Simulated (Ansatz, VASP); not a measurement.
# One calculation of C, two programs

File POSCAR:

```
C
1.0
    0.0000000000      1.8068380860      1.8068380860
    1.8068380860      0.0000000000      1.8068380860
    1.8068380860      1.8068380860      0.0000000000
C
2
Direct
    0.7500000000      0.7500000000      0.7500000000
    0.5000000000      0.5000000000      0.5000000000
```

Contents of INCAR.step1:

```
SYSTEM = C
  ALGO = Normal
  EDIFF = 1E-4
  ENCUT = 520
  GGA = PE
  ISMEAR = -1
  LASPH = .True.
  LCHARG = .False.
  LREAL = .False.
  LWAVE = .True.
  NBANDS = 11
  NELM = 60
  PREC = Accurate
  SIGMA = 0.05
```

The input INCAR.step2:

```
SYSTEM = C
  ALGO = Normal
  EDIFF = 1E-6
  ENCUT = 520
  ISIF = 2
  ISMEAR = -1
  ISTART = 1
  LASPH = .True.
  LCHARG = .False.
  LMIXTAU = .True.
  LREAL = .False.
  LWAVE = .False.
  METAGGA = R2SCAN
  NBANDS = 11
  NELM = 60
  PREC = Accurate
  SIGMA = 0.05
```

KPOINTS

```
k-points
0
Gamma
  13 13 13
  0 0 0
```

File input.yaml:

```yaml
crystal:
  lattice:
    - [0.0, 1.806838086, 1.806838086]
    - [1.806838086, 0.0, 1.806838086]
    - [1.806838086, 1.806838086, 0.0]
  atoms:
    - { symbol: C, position: [0.75, 0.75, 0.75] }
    - { symbol: C, position: [0.5, 0.5, 0.5] }
hamiltonian:
  xc: r2scan
  pseudopotentials: { kind: paw }
kpoints:
  mp_grid: { grid: [13, 13, 13] }
scf:
  occupations: { method: fermi_dirac, width: 0.05 }
output:
  forces: true
  stress: true
  eigenvalues: true
```

Alike in both runs: task single point; functional r2SCAN; k mesh 13 × 13 × 13; occupations fermi-dirac, width 0.05 eV; no spin polarisation.

|  | VASP | Ansatz |
| --- | --- | --- |
| version | VASP 6.6.1 | Ansatz 0.2.0 |
| potentials or method | VASP PAW PBE potentials, release 64 (C) | Ansatz PAW |
| plane-wave cutoff (eV) | 520 | 500 |
| valence electrons in the cell | 8 | 8 |

VASP gave:

| Item | Value |
| --- | --- |
| gap on the k mesh at the Fermi level (eV) | 4.25 |
| least direct gap on the mesh (eV) | 5.73 |
| pressure (GPa) | -17.6 |

Task: Which values does Ansatz return?

Result: gap on the k mesh at the Fermi level (eV): 4.27; least direct gap on the mesh (eV): 5.77; pressure (GPa): -18.5.

VASP's potentials were made for PBE, not for r2SCAN.

Noted on Ansatz's run: odd divisions of the mesh miss points on the zone boundary, where band edges often lie, so the gap on the mesh can be too wide.
